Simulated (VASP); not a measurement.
# ZnO (P6_3mc) in VASP: notebook, part 2 of 3

VASP 6.6.1. Earlier steps stand in the parts before.

**3. Electric field gradients, LDA (zz strain of -2 %)**

File INCAR:

```
SYSTEM = ZnO
PREC = Accurate
ENCUT = 520
EDIFF = 1E-8
ISMEAR = -1
SIGMA = 0.02
LREAL = .FALSE.
LASPH = .TRUE.
NELM = 120
ALGO = Normal
ISIF = 2
LWAVE = .FALSE.
LCHARG = .FALSE.
GGA = CA
LEFG = .TRUE.
NBANDS = 26
GGA_COMPAT = .FALSE.
```

File KPOINTS:

```
regular mesh
0
G
  11 11 6
  0 0 0
```

File POSCAR:

```
ZnO
1.0
    3.2493987239      0.0000000000      0.0000000000
   -1.6246993619      2.8140618419      0.0000000000
    0.0000000000      0.0000000000      5.0997240000
Zn O
2 2
Direct
    0.3333333333      0.6666666667      0.0000000000
    0.6666666667      0.3333333333      0.5000000000
    0.3333333333      0.6666666667      0.3821000000
    0.6666666667      0.3333333333      0.8821000000
```

Potentials or basis: VASP PAW LDA potentials, release 64 (Zn, O).

On the command line:

```console
cat potpaw_LDA.64/Zn/POTCAR potpaw_LDA.64/O/POTCAR > POTCAR
mpirun -np 1 vasp_std > vasp.out
```

OUTCAR:

```text
SYSTEM = ZnO
   PREC = Accurate
   ENCUT = 520
   EDIFF = 1E-8
   ISMEAR = -1
   LREAL = .FALSE.
   LASPH = .TRUE.
   NELM = 120
   ISIF = 2
   GGA = CA

 ion  position               nearest neighbor table
   1  0.333  0.667  0.000-   3 1.95   4 1.97   4 1.97   4 1.97
   2  0.667  0.333  0.500-   4 1.95   3 1.97   3 1.97   3 1.97
   3  0.333  0.667  0.382-   1 1.95   2 1.97   2 1.97   2 1.97
   4  0.667  0.333  0.882-   2 1.95   1 1.97   1 1.97   1 1.97

  LATTYP: Found a hexagonal cell.
 ALAT       =     3.2493987239
 C/A-ratio  =     1.5694362045

  Lattice vectors:

 A1 = (   3.2493987239,   0.0000000000,   0.0000000000)
 A2 = (  -1.6246993619,   2.8140618419,   0.0000000000)
 A3 = (   0.0000000000,   0.0000000000,   5.0997240000)

Analysis of symmetry for initial positions (statically):
=====================================================================
 Subroutine PRICEL returns:
 Original cell was already a primitive cell.

 Routine SETGRP: Setting up the symmetry group for a
 hexagonal supercell.

 Subroutine GETGRP returns: Found 12 space group operations
 (whereof  6 operations were pure point group operations)
 out of a pool of 24 trial point group operations.

The static configuration has the point symmetry C_3v.
 The point group associated with its full space group is C_6v.

Analysis of symmetry for dynamics (positions and initial velocities):
=====================================================================
 Subroutine PRICEL returns:
 Original cell was already a primitive cell.

 Routine SETGRP: Setting up the symmetry group for a
 hexagonal supercell.
[... 863 lines left out ...]

  FORCE on cell =-STRESS in cart. coord.  units (eV):
  Direction    XX          YY          ZZ          XY          YZ          ZX
  --------------------------------------------------------------------------------------
  -------------------------------------------------------------------------------------
  Total       -1.4307526     -1.4307526      0.1241340     -0.0000000      0.0000000     -0.0000000
  in kB      -49.1577287    -49.1577287      4.2649909     -0.0000000      0.0000000     -0.0000000
  external PRESSURE =     -31.3501555 kB  Pullay stress =       0.0000000 kB

 VOLUME and BASIS-vectors are now :
 -----------------------------------------------------------------------------
  energy-cutoff  :      520.00
  volume of cell :       46.63
      direct lattice vectors                 reciprocal lattice vectors
     3.249398724  0.000000000  0.000000000     0.307749244  0.177679109  0.000000000
    -1.624699362  2.814061842  0.000000000     0.000000000  0.355358217  0.000000000
     0.000000000  0.000000000  5.099724000     0.000000000  0.000000000  0.196089043

 POSITION                                       TOTAL-FORCE (eV/Angst)
 -----------------------------------------------------------------------------------
     -0.00000      1.87604      0.00000         0.000000      0.000000     -0.147235
      1.62470      0.93802      2.54986        -0.000000      0.000000     -0.147235
     -0.00000      1.87604      1.94860         0.000000     -0.000000      0.147235
      1.62470      0.93802      4.49847        -0.000000      0.000000      0.147235
 -----------------------------------------------------------------------------------
    total drift:                               -0.000001     -0.000001      0.000063

  FREE ENERGIE OF THE ION-ELECTRON SYSTEM (eV)
  ---------------------------------------------------
  free  energy   TOTEN  =       -21.1375728934 eV

  energy  without entropy=      -21.1375728934  energy(sigma->0) =      -21.13757289

 Electric field gradients (V/A^2)
---------------------------------------------------------------------
 ion       V_xx      V_yy      V_zz      V_xy      V_xz      V_yz
---------------------------------------------------------------------
   1       1.059     1.058    -2.117    -0.001     0.000    -0.000
   2       1.059     1.058    -2.117    -0.001    -0.000     0.000
   3       2.994     2.989    -5.983    -0.004     0.000    -0.000
   4       2.994     2.989    -5.983    -0.004    -0.000     0.000
---------------------------------------------------------------------

 Electric field gradients after diagonalization (V/A^2)
 (convention: |V_zz| > |V_xx| > |V_yy|)
----------------------------------------------------------------------
 ion       V_xx      V_yy      V_zz     asymmetry (V_yy - V_xx)/ V_zz
----------------------------------------------------------------------
   1       1.060     1.058    -2.117       0.001
   2       1.060     1.058    -2.117       0.001
   3       2.996     2.987    -5.983       0.002
   4       2.996     2.987    -5.983       0.002
----------------------------------------------------------------------

           NMR quadrupolar parameters

 Cq : quadrupolar parameter    Cq=e*Q*V_zz/h
 eta: asymmetry parameters     (V_yy - V_xx)/ V_zz
 Q  : nuclear electric quadrupole moment in mb (millibarn)
----------------------------------------------------------------------
 ion       Cq(MHz)       eta       Q (mb)
----------------------------------------------------------------------
   1      -0.005       0.001       1.000
   2      -0.005       0.001       1.000
   3      -0.014       0.002       1.000
   4      -0.014       0.002       1.000
----------------------------------------------------------------------
```

stdout:

```text
POSCAR found type information on POSCAR ZnO
 POSCAR found :  2 types and       4 ions
 scaLAPACK will be used
 LDA part: xc-table for (Slater(with rela. corr.)+CA(PZ))
 , standard interpolation
 POSCAR, INCAR and KPOINTS ok, starting setup
 FFT: planning ... GRIDC
 FFT: planning ... GRID_SOFT
 FFT: planning ... GRID
 WAVECAR not read
 entering main loop
ion   1

ion   2

ion   3

ion   4
```

Run time: 61 s. Hardware: 1 thread of Intel Xeon 6975P-C (Granite Rapids), shared host; peak memory 0.18 GiB.

What came out:

- Free energy: -21.1376 eV
- Pressure: -3.1 GPa
- Largest force: 0.147 eV/Å
- Band gap on the k mesh: 0.80 eV, direct

Forces in eV/Å, atoms in the order of the input:
```
Zn   0.000  0.000 -0.147
Zn   0.000  0.000 -0.147
O    0.000  0.000  0.147
O    0.000  0.000  0.147
```

Stress tensor (GPa, compression positive):
```
-4.92  0.00  0.00
 0.00 -4.92  0.00
 0.00  0.00  0.43
```

Electric field gradients, principal values (V/Å²):
```csv
atom,least,middle,greatest (by size)
1 Zn,1.058,1.060,-2.117
2 Zn,1.058,1.060,-2.117
3 O,2.987,2.996,-5.983
4 O,2.987,2.996,-5.983
```

Caveat: the cell differs from its parent crystal (zz strain of -2 %); without QUAD_EFG the Cq values of the log hold for a quadrupole moment of 1 mb, not for the nuclei.

**4. Electric field gradients, LDA (zz strain of -1 %)**

Changes to INCAR since step 3:

```diff
@@ -13,3 +13,2 @@
 LCHARG = .FALSE.
-GGA = CA
 LEFG = .TRUE.
```

File KPOINTS:

```
Automatic mesh
0
G
  11 11 6
  0 0 0
```

Changes to POSCAR since step 3:

```diff
@@ -4,3 +4,3 @@
    -1.6246993619      2.8140618419      0.0000000000
-    0.0000000000      0.0000000000      5.0997240000
+    0.0000000000      0.0000000000      5.1517620000
 Zn O
```

Potentials or basis: VASP PAW LDA potentials, release 64 (Zn, O).

On the command line:

```console
cat potpaw_LDA.64/Zn/POTCAR potpaw_LDA.64/O/POTCAR > POTCAR
mpirun -np 1 vasp_std > vasp.out
```

OUTCAR:

```text
SYSTEM = ZnO
   PREC = Accurate
   ENCUT = 520
   EDIFF = 1E-8
   ISMEAR = -1
   LREAL = .FALSE.
   LASPH = .TRUE.
   NELM = 120
   ISIF = 2

 ion  position               nearest neighbor table
   1  0.333  0.667  0.000-   3 1.97   4 1.97   4 1.97   4 1.97
   2  0.667  0.333  0.500-   4 1.97   3 1.97   3 1.97   3 1.97
   3  0.333  0.667  0.382-   1 1.97   2 1.97   2 1.97   2 1.97
   4  0.667  0.333  0.882-   2 1.97   1 1.97   1 1.97   1 1.97

  LATTYP: Found a hexagonal cell.
 ALAT       =     3.2493987239
 C/A-ratio  =     1.5854508596

  Lattice vectors:

 A1 = (   3.2493987239,   0.0000000000,   0.0000000000)
 A2 = (  -1.6246993619,   2.8140618419,   0.0000000000)
 A3 = (   0.0000000000,   0.0000000000,   5.1517620000)

Analysis of symmetry for initial positions (statically):
=====================================================================
 Subroutine PRICEL returns:
 Original cell was already a primitive cell.

 Routine SETGRP: Setting up the symmetry group for a
 hexagonal supercell.

 Subroutine GETGRP returns: Found 12 space group operations
 (whereof  6 operations were pure point group operations)
 out of a pool of 24 trial point group operations.

The static configuration has the point symmetry C_3v.
 The point group associated with its full space group is C_6v.

Analysis of symmetry for dynamics (positions and initial velocities):
=====================================================================
 Subroutine PRICEL returns:
 Original cell was already a primitive cell.

 Routine SETGRP: Setting up the symmetry group for a
 hexagonal supercell.

 Subroutine GETGRP returns: Found 12 space group operations
 (whereof  6 operations were pure point group operations)
 out of a pool of 24 trial point group operations.

The dynamic configuration has the point symmetry C_3v.
 The point group associated with its full space group is C_6v.

 Subroutine INISYM returns: Found 12 space group operations
 (whereof  6 operations are pure point group operations),
 and found     1 'primitive' translations

----------------------------------------------------------------------------------------

                                     Primitive cell

  volume of cell :      47.1078

  direct lattice vectors                    reciprocal lattice vectors
     3.249398724  0.000000000  0.000000000     0.307749244  0.177679109  0.000000000
    -1.624699362  2.814061842  0.000000000     0.000000000  0.355358217  0.000000000
     0.000000000  0.000000000  5.151762000     0.000000000  0.000000000  0.194108346

  length of vectors
     3.249398724  3.249398724  5.151762000     0.355358217  0.355358217  0.194108346

  position of ions in fractional coordinates (direct lattice)
     0.333333333  0.666666667  0.000000000
     0.666666667  0.333333333  0.500000000
     0.333333333  0.666666667  0.382100000
     0.666666667  0.333333333  0.882100000

  ion indices of the primitive-cell ions
[... 88 lines left out ...]
   NELECT =      36.0000    total number of electrons
   NUPDOWN=      -1.0000    fix difference up-down
   EMIN   =  10.00;   EMAX   =-10.00  energy-range for DOS
   EFERMI =   0.00;   METHOD = LEGACY
   ISMEAR =    -1;   SIGMA  =   0.02  broadening in eV -4-tet -1-fermi 0-gaus
   EFERMI_NEDOS =   21; number of points for ismear=-14 and -15
   IALGO  =     38    algorithm
   IMIX   =      4    mixing-type and parameters
     AMIX     =   0.40;   BMIX     =  1.00
     AMIX_MAG =   1.60;   BMIX_MAG =  1.00
  volume/ion in A,a.u.               =      11.78        79.47
  Fermi-wavevector in a.u.,A,eV,Ry     =   1.496735  2.828419 30.479976  2.240215
  Thomas-Fermi vector in A             =   2.608713
   LORBIT       =      0    0 simple, 1 ext, 2 COOP (PROOUT), +10 PAW based schemes
   GGA     = CA    functional components
   LHFCALC =     F    Hartree Fock is set to
   AEXX    =    0.0000 exact exchange contribution
   IVDW    =     0    specifies the selected vdW correction
   LEPSILON=     F    determine dielectric tensor
   LRPA    =     F    only Hartree local field effects (RPA)
 non-spin polarized calculation
  energy-cutoff  :      520.00
  volume of cell :       47.11
 maximum number of plane-waves:      1292
   NGX = 13   NGY = 13   NGZ = 19

 number of electron      36.0000018 magnetization

 Free energy of the ion-electron system (eV)
  ---------------------------------------------------
  ext. energy  EPLUGINS =         0.00000000
  ---------------------------------------------------
  free energy    TOTEN  =       -21.13451294 eV

  energy without entropy =      -21.13451294  energy(sigma->0) =      -21.13451294

 E-fermi :   1.3395     XC(G=0): -11.5179

 val. band max:        0.9650337028   @ k =   0.0000   0.0000   0.0000
 cond. band min:       1.7366320691   @ k =   0.0000   0.0000   0.0000
 fundamental gap:      0.7715983663
 Fermi energy:         1.3394544774

 k-point     1 :       0.0000    0.0000    0.0000
  band No.  band energies     occupation
      1     -16.9122      2.00000
      2     -16.1037      2.00000
      3      -4.8525      2.00000
      4      -4.8525      2.00000
      5      -4.7699      2.00000
      6      -4.7625      2.00000
[... 685 lines left out ...]
     25      13.8439      0.00000
     26      15.3646      0.00000

 [... further k-points ...]

------------------------ aborting loop because EDIFF is reached ----------------------------------------

  FORCE on cell =-STRESS in cart. coord.  units (eV):
  Direction    XX          YY          ZZ          XY          YZ          ZX
  --------------------------------------------------------------------------------------
  -------------------------------------------------------------------------------------
  Total       -1.6400985     -1.6400985     -0.8035091     -0.0000000      0.0000000      0.0000000
  in kB      -55.7812302    -55.7812302    -27.3280697     -0.0000000      0.0000000      0.0000000
  external PRESSURE =     -46.2968434 kB  Pullay stress =       0.0000000 kB

 VOLUME and BASIS-vectors are now :
 -----------------------------------------------------------------------------
  energy-cutoff  :      520.00
  volume of cell :       47.11
      direct lattice vectors                 reciprocal lattice vectors
     3.249398724  0.000000000  0.000000000     0.307749244  0.177679109  0.000000000
    -1.624699362  2.814061842  0.000000000     0.000000000  0.355358217  0.000000000
     0.000000000  0.000000000  5.151762000     0.000000000  0.000000000  0.194108346

 POSITION                                       TOTAL-FORCE (eV/Angst)
 -----------------------------------------------------------------------------------
     -0.00000      1.87604      0.00000         0.000000     -0.000000     -0.043387
      1.62470      0.93802      2.57588         0.000000      0.000000     -0.043387
     -0.00000      1.87604      1.96849        -0.000000     -0.000000      0.043387
      1.62470      0.93802      4.54437        -0.000000      0.000000      0.043387
 -----------------------------------------------------------------------------------
    total drift:                               -0.000001     -0.000001     -0.000059

  FREE ENERGIE OF THE ION-ELECTRON SYSTEM (eV)
  ---------------------------------------------------
  free  energy   TOTEN  =       -21.1345129443 eV

  energy  without entropy=      -21.1345129442  energy(sigma->0) =      -21.13451294

 Electric field gradients (V/A^2)
---------------------------------------------------------------------
 ion       V_xx      V_yy      V_zz      V_xy      V_xz      V_yz
---------------------------------------------------------------------
   1      -1.484    -1.485     2.968    -0.001     0.000    -0.000
   2      -1.484    -1.485     2.968    -0.001    -0.000     0.000
   3       2.374     2.369    -4.743    -0.004     0.000    -0.000
   4       2.374     2.369    -4.743    -0.004    -0.000     0.000
---------------------------------------------------------------------

 Electric field gradients after diagonalization (V/A^2)
 (convention: |V_zz| > |V_xx| > |V_yy|)
----------------------------------------------------------------------
 ion       V_xx      V_yy      V_zz     asymmetry (V_yy - V_xx)/ V_zz
----------------------------------------------------------------------
   1      -1.485    -1.483     2.968       0.001
   2      -1.485    -1.483     2.968       0.001
   3       2.376     2.367    -4.743       0.002
   4       2.376     2.367    -4.743       0.002
----------------------------------------------------------------------

           NMR quadrupolar parameters

 Cq : quadrupolar parameter    Cq=e*Q*V_zz/h
 eta: asymmetry parameters     (V_yy - V_xx)/ V_zz
 Q  : nuclear electric quadrupole moment in mb (millibarn)
----------------------------------------------------------------------
 ion       Cq(MHz)       eta       Q (mb)
----------------------------------------------------------------------
   1       0.007       0.001       1.000
   2       0.007       0.001       1.000
   3      -0.011       0.002       1.000
   4      -0.011       0.002       1.000
----------------------------------------------------------------------
```

OSZICAR:

```text
N       E                     dE             d eps       ncg     rms          rms(c)
DAV:   1     0.295437442562E+03    0.29544E+03   -0.18100E+04  3354   0.203E+03
DAV:   2     0.776265850524E+01   -0.28767E+03   -0.27051E+03  3452   0.414E+02
DAV:   3    -0.235685090493E+02   -0.31331E+02   -0.30917E+02  3692   0.140E+02
DAV:   4    -0.241892013979E+02   -0.62069E+00   -0.61925E+00  3726   0.199E+01
DAV:   5    -0.241923731466E+02   -0.31717E-02   -0.31715E-02  3640   0.148E+00    0.147E+01
DAV:   6    -0.210396817362E+02    0.31527E+01   -0.60398E+00  5208   0.614E+01    0.926E+00
DAV:   7    -0.212017151766E+02   -0.16203E+00   -0.27198E+00  3462   0.166E+01    0.550E+00
DAV:   8    -0.211861040016E+02    0.15611E-01   -0.57973E-01  4412   0.715E+00    0.168E+00
DAV:   9    -0.211324827896E+02    0.53621E-01   -0.10488E-01  4798   0.662E+00    0.333E-01
DAV:  10    -0.211345405542E+02   -0.20578E-02   -0.35587E-02  3392   0.134E+00    0.823E-02
DAV:  11    -0.211345243877E+02    0.16167E-04   -0.50424E-04  3882   0.466E-01    0.275E-02
DAV:  12    -0.211345124599E+02    0.11928E-04   -0.10877E-04  4254   0.339E-01    0.756E-03
DAV:  13    -0.211345141130E+02   -0.16531E-05   -0.12249E-05  5018   0.574E-02    0.924E-03
DAV:  14    -0.211345129560E+02    0.11569E-05   -0.39406E-06  3592   0.177E-02    0.141E-03
DAV:  15    -0.211345129708E+02   -0.14766E-07   -0.19985E-07  3570   0.627E-03    0.128E-03
DAV:  16    -0.211345129474E+02    0.23390E-07   -0.63206E-08  3562   0.288E-03    0.267E-04
DAV:  17    -0.211345129443E+02    0.31505E-08   -0.40204E-09  1710   0.850E-04
   1 F= -.21134513E+02 E0= -.21134513E+02  d E =-.245260E-10
```

stdout:

```text
POSCAR found type information on POSCAR ZnO
 POSCAR found :  2 types and       4 ions
 scaLAPACK will be used
 LDA part: xc-table for (Slater(with rela. corr.)+CA(PZ))
 , standard interpolation
 POSCAR, INCAR and KPOINTS ok, starting setup
 FFT: planning ... GRIDC
 FFT: planning ... GRID_SOFT
 FFT: planning ... GRID
 WAVECAR not read
 entering main loop
ion   1

ion   2

ion   3

ion   4
```

Wall time 48 s (1 thread of Intel Xeon 6975P-C (Granite Rapids), shared host); peak memory 0.18 GiB.

What came out:

```yaml
Free_energy: -21.1345 eV
Pressure: -4.6 GPa
Largest_force: 0.043 eV/Å
Band_gap_on_the_k_mesh: 0.77 eV, direct
```

Forces on the atoms (eV/Å):
```
Zn   0.000  0.000 -0.043
Zn   0.000  0.000 -0.043
O    0.000  0.000  0.043
O    0.000  0.000  0.043
```

Levels at points of the mesh, in eV from the valence-band top:
```csv
k point,band 15,band 16,band 17,band 18,band 19,band 20,band 21,band 22
"(0.00, 0.00, 0.00)",-0.83,-0.07,0.00,0.00,0.77,5.08,8.25,12.60
"(0.00, 0.00, 0.50)",-0.41,-0.41,-0.41,-0.41,3.44,3.44,10.03,10.03
```

Electric field gradients, principal values (V/Å²):
```
atom   least  middle  greatest (by size)
1 Zn  -1.483  -1.485               2.968
2 Zn  -1.483  -1.485               2.968
 3 O   2.367   2.376              -4.743
 4 O   2.367   2.376              -4.743
```

Caveat: the cell differs from its parent crystal (zz strain of -1 %); without QUAD_EFG the Cq values of the log hold for a quadrupole moment of 1 mb, not for the nuclei.

[end of part 2 of 3]
